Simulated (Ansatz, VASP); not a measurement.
SnO2: VASP beside Ansatz

```
CELL_PARAMETERS angstrom
4.72127 0.00000 0.00000
0.00000 4.72425 0.00000
0.00000 0.00000 3.19002
ATOMIC_POSITIONS crystal
Sn 0.50241 0.50323 0.50000
Sn 0.00141 0.00257 0.00000
O 0.28219 0.28507 0.00000
O 0.81477 0.19343 0.50000
O 0.20363 0.80657 0.50000
O 0.67106 0.67192 0.00000
```

Change from the starting cell: mode 15 (596.5 1/cm) frozen in, largest displacement +0.150 Å.

Alike in both runs: task single point; functional LDA; k mesh 6 × 6 × 8; occupations gaussian, width 0.05 eV; no spin polarisation.

|  | VASP | Ansatz |
| --- | --- | --- |
| version | VASP 6.6.1 | Ansatz 0.2.0 |
| potentials or method | VASP PAW LDA potentials, release 64 (Sn_d, O), cutoff 520 eV | scalar-relativistic, plane waves, PAW |
| valence electrons in the cell | 52 | 52 |

Ansatz gave:

- gap on the k mesh at the Fermi level (eV): 1.15
- least direct gap on the mesh (eV): 1.15
- pressure (GPa): 4.5
- traceless stress, the component that is largest in VASP (GPa): 3.59
- rms of the force components (eV/Å): 1.503

Q: What did VASP give for the same quantities?

A: gap on the k mesh at the Fermi level (eV): 1.17; least direct gap on the mesh (eV): 1.17; pressure (GPa): 5.5; traceless stress, the component that is largest in VASP (GPa): 3.50; rms of the force components (eV/Å): 1.539.

LDA's correlation is that of Perdew and Zunger in VASP and of Perdew and Wang (1992) in Ansatz. Atom by atom the forces differ by 0.039 eV/Å (rms over components).
